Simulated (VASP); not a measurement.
# Zr2CdSnTe4: single point with PBE

Zr2CdSnTe4:

```
CELL_PARAMETERS angstrom
-4.11567 4.11567 3.52560
4.11567 -4.11567 3.52560
4.11567 4.11567 -3.52560
ATOMIC_POSITIONS crystal
Zr 0.50000 0.00000 0.50000
Zr 0.00000 0.50000 0.50000
Cd 0.50000 0.50000 0.00000
Sn 0.00000 0.00000 0.00000
Te 0.42166 0.42166 0.36418
Te 0.57834 0.94252 0.00000
Te 0.05748 0.05748 0.63582
Te 0.94252 0.57834 0.00000
```

```
Program             : VASP 6.6.1
Task                : single point
Functional          : PBE
Potentials or basis : VASP PAW PBE potentials, release 64 (Zr_sv, Cd, Sn_d, Te)
Cutoff              : 520 eV
k mesh              : 6 × 6 × 6
Occupations         : fermi-dirac, width 0.1 eV
Spin                : no spin polarisation
```

The pressure is 0.1 GPa and the largest force is 2.325 eV/Å. The band gap on the k mesh is zero (bands 37 and 38 overlap by 0.23 eV).

Forces in eV/Å, atoms in the order of the input:
```
Zr   0.000  0.000  0.000
Zr   0.000  0.000  0.000
Cd   0.000  0.000  0.000
Sn   0.000  0.000  0.000
Te   1.550  1.550  0.776
Te   1.550 -1.550 -0.776
Te  -1.550 -1.550  0.776
Te  -1.550  1.550 -0.776
```

Stress tensor (GPa, compression positive):
```
-0.63  0.00  0.00
 0.00 -0.63  0.00
 0.00  0.00  1.55
```

Levels at points of the mesh, in eV from the Fermi level:
```
           k point  band 33  band 34  band 35  band 36  band 37  band 38  band 39  band 40  band 41  band 42
(0.00, 0.00, 0.00)    -2.07    -1.66    -1.66    -0.58    -0.19     0.11     0.11     0.18     0.56     0.87
(0.50, 0.00, 0.00)    -2.95    -2.51    -0.55    -0.07     0.04     0.07     0.33     0.40     0.46     0.48
(0.50, 0.50, 0.00)    -2.51    -2.06    -1.25    -0.46    -0.14     0.24     0.32     0.65     0.83     1.25
(0.50, 0.50, 0.50)    -2.11    -2.11    -1.39    -0.93     0.11     0.12     0.36     0.36     1.11     1.11
```

It took 6.1 min on 1 thread of Intel(R) Xeon(R) Platinum 8488C (Sapphire Rapids), with other jobs on the host, peak memory 0.63 GiB.

Caveat: spin-orbit coupling is left out, which moves the levels of the heavy elements; forces of over 1 eV/Å act on the atoms, so gaps and moduli don't describe the material at rest.
